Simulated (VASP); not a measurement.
# NiSn3 (Fm-3m) in VASP: further runs

The runs below take NiSn3 through single point, relaxation of cell and atoms, with PBEsol, r2SCAN.

All numbers are computed with VASP 6.6.1; they aren't measurements. Logs are shortened: lines on timing, memory, paths and dates and some standing lists are left out, and cuts for length are marked.

## Step 1: The cell of the first run

It takes space group Fm-3m (No. 225, cubic). The conventional cell has a = 7.009 Å, b = 7.009 Å, c = 7.009 Å, α = 90.00°, β = 90.00°, γ = 90.00°. Sn (site symmetry -43m) has 10 Sn at 3.04 to 3.50 Å and 4 Ni at 3.04 Å within 4.0 Å. Within 4.0 Å of Sn (site symmetry m-3m) lie 8 Sn at 3.04 Å and 6 Ni at 3.50 Å. Ni (site symmetry m-3m) has 14 Sn at 3.04 to 3.50 Å within 4.0 Å.

## Step 2: Single point, PBEsol

The input, INCAR:

```
SYSTEM = NiSn3
  PREC = Accurate
  ENCUT = 520
  EDIFF = 1E-7
  ISMEAR = 0
  SIGMA = 0.1
  LREAL = .False.
  LASPH = .True.
  NELM = 100
  ALGO = Fast
  ISIF = 2
  LWAVE = .False.
  LCHARG = .False.
  GGA = PS
  NBANDS = 34
```

The input, KPOINTS:

```
Automatic mesh
0
Gamma
  10 10 10
  0 0 0
```

The input, POSCAR:

```
NiSn3
1.0
    0.0000000000      3.5046081538      3.5046081538
    3.5046081538      0.0000000000      3.5046081538
    3.5046081538      3.5046081538      0.0000000000
Sn Ni
3 1
Direct
    0.2500000000      0.2500000000      0.2500000000
    0.7500000000      0.7500000000      0.7500000000
    0.5000000000      0.5000000000      0.5000000000
    0.0000000000      0.0000000000      0.0000000000
```

Potentials or basis: VASP PAW PBE potentials, release 64 (Sn_d, Ni).

On the command line:

```bash
$ cat potpaw_PBE.64/Sn_d/POTCAR potpaw_PBE.64/Ni/POTCAR > POTCAR
$ mpirun -np 1 vasp_std > vasp.out
```

OUTCAR:

```text
SYSTEM = NiSn3
   PREC = Accurate
   ENCUT = 520
   EDIFF = 1E-7
   ISMEAR = 0
   LREAL = .False.
   LASPH = .True.
   NELM = 100
   ISIF = 2
   GGA = PS

 ion  position               nearest neighbor table
   1  0.250  0.250  0.250-   3 3.04   4 3.04   4 3.04   4 3.04   4 3.04   3 3.04   3 3.04   3 3.04
                             2 3.50   2 3.50   2 3.50   2 3.50   2 3.50   2 3.50
   2  0.750  0.750  0.750-   3 3.04   4 3.04   3 3.04   3 3.04   3 3.04   4 3.04   4 3.04   4 3.04
                             1 3.50   1 3.50   1 3.50   1 3.50   1 3.50   1 3.50
   3  0.500  0.500  0.500-   1 3.04   2 3.04   1 3.04   1 3.04   1 3.04   2 3.04   2 3.04   2 3.04

   4  0.000  0.000  0.000-   1 3.04   2 3.04   2 3.04   2 3.04   2 3.04   1 3.04   1 3.04   1 3.04

  LATTYP: Found a face centered cubic cell.
 ALAT       =     7.0092163076

  Lattice vectors:

 A1 = (   0.0000000000,   3.5046081538,   3.5046081538)
 A2 = (   3.5046081538,   0.0000000000,   3.5046081538)
 A3 = (   3.5046081538,   3.5046081538,   0.0000000000)

Analysis of symmetry for initial positions (statically):
=====================================================================
 Subroutine PRICEL returns:
 Original cell was already a primitive cell.

 Routine SETGRP: Setting up the symmetry group for a
 face centered cubic supercell.

 Subroutine GETGRP returns: Found 48 space group operations
[... 9 lines left out ...]

 Routine SETGRP: Setting up the symmetry group for a
 face centered cubic supercell.

 Subroutine GETGRP returns: Found 48 space group operations
[... 11 lines left out ...]
                                     Primitive cell

  volume of cell :      86.0891

  direct lattice vectors                    reciprocal lattice vectors
     0.000000000  3.504608154  3.504608154    -0.142669302  0.142669302  0.142669302
     3.504608154  0.000000000  3.504608154     0.142669302 -0.142669302  0.142669302
     3.504608154  3.504608154  0.000000000     0.142669302  0.142669302 -0.142669302

  length of vectors
     4.956264382  4.956264382  4.956264382     0.247110480  0.247110480  0.247110480

  position of ions in fractional coordinates (direct lattice)
     0.250000000  0.250000000  0.250000000
     0.750000000  0.750000000  0.750000000
     0.500000000  0.500000000  0.500000000
     0.000000000  0.000000000  0.000000000

  ion indices of the primitive-cell ions
   primitive index   ion index
                 1           1
                 2           2
                 3           3
                 4           4

----------------------------------------------------------------------------------------

 KPOINTS: Automatic mesh

Automatic generation of k-mesh.
 Grid dimensions read from file:
 generate k-points for:   10   10   10

 Generating k-lattice:

  Cartesian coordinates                     Fractional coordinates (reciprocal lattice)
    -0.014266930  0.014266930  0.014266930     0.100000000  0.000000000  0.000000000
     0.014266930 -0.014266930  0.014266930     0.000000000  0.100000000  0.000000000
     0.014266930  0.014266930 -0.014266930     0.000000000  0.000000000  0.100000000

  Length of vectors
     0.024711048  0.024711048  0.024711048

  Shift w.r.t. Gamma in fractional coordinates (k-lattice)
     0.000000000  0.000000000  0.000000000

 Subroutine IBZKPT returns following result:
 ===========================================

 Found     47 irreducible k-points:

 Following reciprocal coordinates:
            Coordinates               Weight
  0.000000  0.000000  0.000000      1.000000
  0.100000  0.000000  0.000000      8.000000
  0.200000  0.000000  0.000000      8.000000
  0.300000  0.000000  0.000000      8.000000
  0.400000  0.000000  0.000000      8.000000
  0.500000  0.000000  0.000000      4.000000
[... 16 lines left out ...]
  0.300000  0.300000  0.000000      6.000000
  0.400000  0.300000  0.000000     24.000000
 [... further k-points ...]
   k-points           NKPTS =     47   k-points in BZ     NKDIM =     47   number of bands    NBANDS=     34
   number of dos      NEDOS =    301   number of ions     NIONS =      4
   total plane-waves  NPLWV =  64000
   dimension x,y,z NGX =    40 NGY =   40 NGZ =   40
   dimension x,y,z NGXF=    80 NGYF=   80 NGZF=   80
   ions per type =               3   1
   NGX,Y,Z   is equivalent  to a cutoff of  13.42, 13.42, 13.42 a.u.
   NGXF,Y,Z  is equivalent  to a cutoff of  26.83, 26.83, 26.83 a.u.
 SYSTEM =  NiSn3
   PREC   = accura    normal or accurate (medium, high low for compatibility)
   ISTART =      0    job   : 0-new  1-cont  2-samecut
   ICHARG =      2    charge: 1-file 2-atom 10-const
   ISPIN  =      1    spin polarized calculation?
   LNONCOLLINEAR =      F non collinear calculations
   LSORBIT =      F    spin-orbit coupling
   LASPH  =      T    aspherical Exc in radial PAW
   ENCUT  =  520.0 eV  38.22 Ry    6.18 a.u.   9.22  9.22  9.22*2*pi/ulx,y,z
   NELM   =    100;   NELMIN=  2; NELMDL= -5     # of ELM steps
   EDIFF  = 0.1E-06   stopping-criterion for ELM
   LREAL  =      F    real-space projection
   EDIFFG = 0.1E-05   stopping-criterion for IOM
   NSW    =      0    number of steps for IOM
   IBRION =     -1    ionic relax: 0-MD 1-quasi-New 2-CG
   NFREE  =      0    steps in history (QN), initial steepest desc. (CG)
   ISIF   =      2    stress and relaxation
   ISYM   =      2    0-nonsym 1-usesym 2-fastsym
   POTIM  = 0.5000    time-step for ionic-motion
   TEBEG  =    0.0;   TEEND  =   0.0 temperature during run
   PSTRESS=    0.0 pullay stress
   NELECT =      52.0000    total number of electrons
   NUPDOWN=      -1.0000    fix difference up-down
   EMIN   =  10.00;   EMAX   =-10.00  energy-range for DOS
   EFERMI =   0.00;   METHOD = LEGACY
   ISMEAR =     0;   SIGMA  =   0.10  broadening in eV -4-tet -1-fermi 0-gaus
   EFERMI_NEDOS =   21; number of points for ismear=-14 and -15
   IALGO  =     68    algorithm
   IMIX   =      4    mixing-type and parameters
     AMIX     =   0.40;   BMIX     =  1.00
     AMIX_MAG =   1.60;   BMIX_MAG =  1.00
  volume/ion in A,a.u.               =      21.52       145.24
  Fermi-wavevector in a.u.,A,eV,Ry     =   1.383863  2.615122 26.056208  1.915077
  Thomas-Fermi vector in A             =   2.508421
   LORBIT       =      0    0 simple, 1 ext, 2 COOP (PROOUT), +10 PAW based schemes
   GGA     = PS    functional components
   LHFCALC =     F    Hartree Fock is set to
   AEXX    =    0.0000 exact exchange contribution
   IVDW    =     0    specifies the selected vdW correction
   LEPSILON=     F    determine dielectric tensor
   LRPA    =     F    only Hartree local field effects (RPA)
 non-spin polarized calculation
 RMM-DIIS sequential band-by-band and
 Gauss-broadening in eV      SIGMA  =   0.10
  energy-cutoff  :      520.00
  volume of cell :       86.09
 maximum number of plane-waves:      2334
 NGX is ok and might be reduce to    40
   NGX = 19   NGY = 19   NGZ = 19

 number of electron      52.0000004 magnetization

 Free energy of the ion-electron system (eV)
  ---------------------------------------------------
  ext. energy  EPLUGINS =         0.00000000
  ---------------------------------------------------
  free energy    TOTEN  =       -17.81759078 eV

  energy without entropy =      -17.80606199  energy(sigma->0) =      -17.81182639

 E-fermi :   8.9678     XC(G=0): -11.2365

 val. band max:        8.9256105459   @ k =   0.2000   0.1000   0.0000
 cond. band min:       8.9722779893   @ k =  -0.4000   0.3000   0.1000
 fundamental gap:      0.0466674434
 Fermi energy:         8.9677601770

 k-point     1 :       0.0000    0.0000    0.0000
  band No.  band energies     occupation
      1     -12.6540      2.00000
      2     -12.6540      2.00000
      3     -12.6540      2.00000
      4     -12.6320      2.00000
      5     -12.6320      2.00000
      6     -12.4461      2.00000
[... 26 lines left out ...]
     33      12.3140      0.00000
     34      14.4391      0.00000

 k-point     2 :       0.1000    0.0000    0.0000
  band No.  band energies     occupation
      1     -12.6574      2.00000
      2     -12.6574      2.00000
      3     -12.6556      2.00000
      4     -12.6272      2.00000
      5     -12.6272      2.00000
      6     -12.4430      2.00000
[... 26 lines left out ...]
     33      13.0789      0.00000
     34      14.8229      0.00000

 k-point     3 :       0.2000    0.0000    0.0000
  band No.  band energies     occupation
      1     -12.6661      2.00000
      2     -12.6661      2.00000
      3     -12.6575      2.00000
      4     -12.6139      2.00000
      5     -12.6139      2.00000
      6     -12.4345      2.00000
[... 26 lines left out ...]
     33      14.5882      0.00000
     34      15.8036      0.00000

 k-point     4 :       0.3000    0.0000    0.0000
  band No.  band energies     occupation
      1     -12.6762      2.00000
      2     -12.6762      2.00000
      3     -12.6554      2.00000
      4     -12.5958      2.00000
      5     -12.5958      2.00000
      6     -12.4233      2.00000
[... 26 lines left out ...]
     33      15.9432      0.00000
     34      17.0882      0.00000

 k-point     5 :       0.4000    0.0000    0.0000
  band No.  band energies     occupation
      1     -12.6841      2.00000
      2     -12.6841      2.00000
      3     -12.6497      2.00000
      4     -12.5791      2.00000
      5     -12.5791      2.00000
      6     -12.4132      2.00000
[... 621 lines left out ...]
 k-point    22 :      -0.2000    0.2000    0.0000
  band No.  band energies     occupation
      1     -12.6806      2.00000
      2     -12.6743      2.00000
      3     -12.6566      2.00000
      4     -12.5927      2.00000
      5     -12.5914      2.00000
      6     -12.4308      2.00000
[... 26 lines left out ...]
     33      14.5684      0.00000
     34      15.2932      0.00000

 k-point    23 :       0.3000    0.3000    0.0000
  band No.  band energies     occupation
      1     -12.6881      2.00000
      2     -12.6881      2.00000
      3     -12.6336      2.00000
      4     -12.5987      2.00000
      5     -12.5840      2.00000
      6     -12.4391      2.00000
[... 26 lines left out ...]
     33      14.5590      0.00000
     34      15.1321      0.00000

 k-point    24 :       0.4000    0.3000    0.0000
  band No.  band energies     occupation
      1     -12.6925      2.00000
      2     -12.6903      2.00000
      3     -12.6344      2.00000
      4     -12.5929      2.00000
      5     -12.5688      2.00000
      6     -12.4385      2.00000
[... 26 lines left out ...]
     33      14.8310      0.00000
     34      15.7524      0.00000

 [... further k-points ...]
[... 5 lines left out ...]
  --------------------------------------------------------------------------------------
  -------------------------------------------------------------------------------------
  Total        0.0014793      0.0014793      0.0014793      0.0000000      0.0000000      0.0000000
  in kB        0.0275315      0.0275315      0.0275315      0.0000000      0.0000000      0.0000000
  external PRESSURE =       0.0275315 kB  Pullay stress =       0.0000000 kB

 VOLUME and BASIS-vectors are now :
 -----------------------------------------------------------------------------
  energy-cutoff  :      520.00
  volume of cell :       86.09
      direct lattice vectors                 reciprocal lattice vectors
     0.000000000  3.504608154  3.504608154    -0.142669302  0.142669302  0.142669302
     3.504608154  0.000000000  3.504608154     0.142669302 -0.142669302  0.142669302
     3.504608154  3.504608154  0.000000000     0.142669302  0.142669302 -0.142669302

 POSITION                                       TOTAL-FORCE (eV/Angst)
 -----------------------------------------------------------------------------------
      1.75230      1.75230      1.75230        -0.000000      0.000000     -0.000000
      5.25691      5.25691      5.25691         0.000000     -0.000000      0.000000
      3.50461      3.50461      3.50461         0.000000      0.000000     -0.000000
      0.00000      0.00000      0.00000         0.000000     -0.000000     -0.000000
 -----------------------------------------------------------------------------------
    total drift:                               -0.000000      0.000000      0.000000

  FREE ENERGIE OF THE ION-ELECTRON SYSTEM (eV)
  ---------------------------------------------------
  free  energy   TOTEN  =       -17.8175907778 eV

  energy  without entropy=      -17.8060619935  energy(sigma->0) =      -17.81182639
```

It took 98 s on 1 thread of Intel Xeon 6975P-C (Granite Rapids), shared host; peak memory 0.31 GiB.

What came out:

* Free energy: -17.8176 eV
* Pressure: 0.0 GPa
* Band gap on the k mesh: zero (band 26 reaches 9.52 eV, above the bottom of band 27 at 8.68 eV)

Levels at points of the mesh, in eV from the Fermi level:
```tsv
k point	band 24	band 25	band 26	band 27	band 28	band 29
(0.00, 0.00, 0.00)	-1.04	-1.04	-1.04	0.43	0.43	0.43
(0.50, 0.00, 0.00)	-1.09	-1.09	-0.28	-0.28	-0.26	3.39
(0.50, 0.50, 0.00)	-1.15	-0.92	-0.66	3.99	3.99	4.15
```

Caveat: the PAW data sets were made with another functional, which shifts forces and pressure a little; spin-orbit coupling is left out, which moves the levels of the heavy elements.

(Continued in part 2 of 2.)
